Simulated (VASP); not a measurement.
## BN: single point with PBE

BN:

```
CELL_PARAMETERS angstrom
0.00000 -1.81239 -1.81239
-1.81239 0.00000 -1.81239
1.81239 1.81239 -3.62479
ATOMIC_POSITIONS crystal
B 0.95545 0.04701 0.00000
B 0.54455 0.45299 0.50000
N 0.32941 0.42311 0.87500
N 0.92059 0.82689 0.37500
```

This cell differs from its parent crystal: mode 4 frozen in at -0.085 Å and mode 5 at +0.085 Å (largest displacements).

- Program: VASP 6.6.1
- Task: single point
- Functional: PBE
- Potentials or basis: VASP PAW PBE potentials, release 64 (B, N)
- Cutoff: 520 eV
- k mesh: 6 × 6 × 6
- Occupations: gaussian, width 0.05 eV
- Spin: no spin polarisation

```
Pressure               : -0.2 GPa
Largest force          : 1.460 eV/Å
Band gap on the k mesh : 4.20 eV, indirect (least direct gap 6.17 eV)
```

Forces on the atoms (eV/Å):
```
B    0.761 -0.738  0.019
B   -0.781  0.725 -0.062
N    1.065 -0.995  0.078
N   -1.044  1.009 -0.035
```

Stress tensor (GPa, compression positive):
```
-2.10  1.60 -0.75
 1.60 -1.58 -0.65
-0.75 -0.65  3.08
```

Levels at points of the mesh, in eV from the valence-band top:
```tsv
k point	band 4	band 5	band 6	band 7	band 8	band 9	band 10	band 11	band 12	band 13
(0.00, 0.00, 0.00)	-2.05	-2.00	-0.35	-0.24	0.00	8.25	8.52	8.69	9.55	10.20
(0.50, 0.00, 0.00)	-8.79	-5.50	-4.80	-3.78	-3.72	6.99	7.40	11.34	13.08	13.52
(0.00, 0.50, 0.00)	-8.79	-5.50	-4.76	-3.79	-3.74	6.96	7.41	11.33	13.04	13.64
(0.50, 0.50, 0.50)	-8.86	-5.34	-5.30	-3.66	-3.65	7.25	7.27	11.97	12.09	13.97
(0.50, 0.50, 0.00)	-9.04	-5.05	-4.89	-2.34	-1.89	4.29	9.24	9.50	10.39	10.44
(0.00, 0.50, 0.50)	-9.06	-5.01	-4.95	-2.17	-1.97	4.20	8.65	9.66	10.40	10.72
(0.50, 0.00, 0.50)	-9.06	-5.00	-4.95	-2.19	-1.96	4.21	8.71	9.64	10.37	10.73
(0.00, 0.00, 0.50)	-5.55	-1.50	-1.50	-1.06	-1.06	8.60	8.65	9.84	9.96	11.02
```

Wall time 39 s on 1 thread of Intel(R) Xeon(R) Platinum 8488C (Sapphire Rapids), with other jobs on the host, peak memory 0.15 GiB.

Caveat: the k points lie up to 0.48 Å⁻¹ apart; the cell differs from its parent crystal (mode 4 frozen in at -0.085 Å and mode 5 at +0.085 Å (largest displacements)); forces of over 1 eV/Å act on the atoms, so gaps and moduli don't describe the material at rest. A k mesh can miss the band edges.
